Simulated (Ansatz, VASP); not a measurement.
# One calculation of Au, two programs

The input INCAR:

```
ALGO = Fast
EDIFF = 1E-6
ENCUT = 520
GGA = PE
ISIF = 2
ISMEAR = 0
LASPH = True
LCHARG = False
LREAL = False
LWAVE = False
NBANDS = 30
NELM = 80
PREC = Accurate
SIGMA = 0.2
```

The input KPOINTS:

```
k-points
0
Gamma
  8 4 4
```

Contents of POSCAR:

```
Au
1.0
    1.7636231531      0.0000000000     -2.3534906643
   -3.3262205679     -2.9410775225     -2.4929177769
   -3.3262205679      2.9410775225     -2.4929177769
Au
4
Direct
    0.0000000000      0.0000000000      0.0000000000
    0.5000000000      0.5000000000      0.0000000000
    0.5000000000      1.0000000000      0.5000000000
    0.0000000000      0.5000000000      0.5000000000
```

Input for Ansatz:

```yaml
crystal:
  lattice:
    - [1.7636231531, 0.0, -2.3534906643]
    - [-3.3262205679, -2.9410775225, -2.4929177769]
    - [-3.3262205679, 2.9410775225, -2.4929177769]
  atoms:
    - { symbol: Au, position: [0.0, 0.0, 0.0] }
    - { symbol: Au, position: [0.5, 0.5, 0.0] }
    - { symbol: Au, position: [0.5, 1.0, 0.5] }
    - { symbol: Au, position: [0.0, 0.5, 0.5] }
basis:
  ecutwfc: 420
kpoints:
  mp_grid: { grid: [8, 4, 4] }
hamiltonian:
  xc: pbe
scf:
  occupations: { method: gaussian, width: 0.2 }
  lower_state_search: "off"
output:
  forces: true
  stress: true
  eigenvalues: true
```

Alike in both runs: task single point; functional PBE; k mesh 8 × 4 × 4; occupations gaussian, width 0.2 eV; no spin polarisation.

```csv
,VASP,Ansatz
version,VASP 6.6.1,Ansatz 0.2.0
potentials or method,"VASP PAW PBE potentials, release 64 (Au), cutoff 520 eV","scalar-relativistic, plane waves, PAW"
valence electrons in the cell,44,76
```

```tsv
	VASP	Ansatz	Ansatz less VASP
gap on the k mesh at the Fermi level (eV)	none	none	-
pressure (GPa)	0.1	0.4	+0.27
traceless stress, the component that is largest in VASP (GPa)	-0.43	-0.43	-0.001
```

A gap of «none» marks a metal or a gap that the smearing closes. The functional is the same, so the differences come from potentials, cutoffs and numerics. VASP's potentials hold 44 valence electrons a cell and Ansatz's 76, so a difference there can come from the potentials and not from the codes.

Spin-orbit coupling is off throughout.
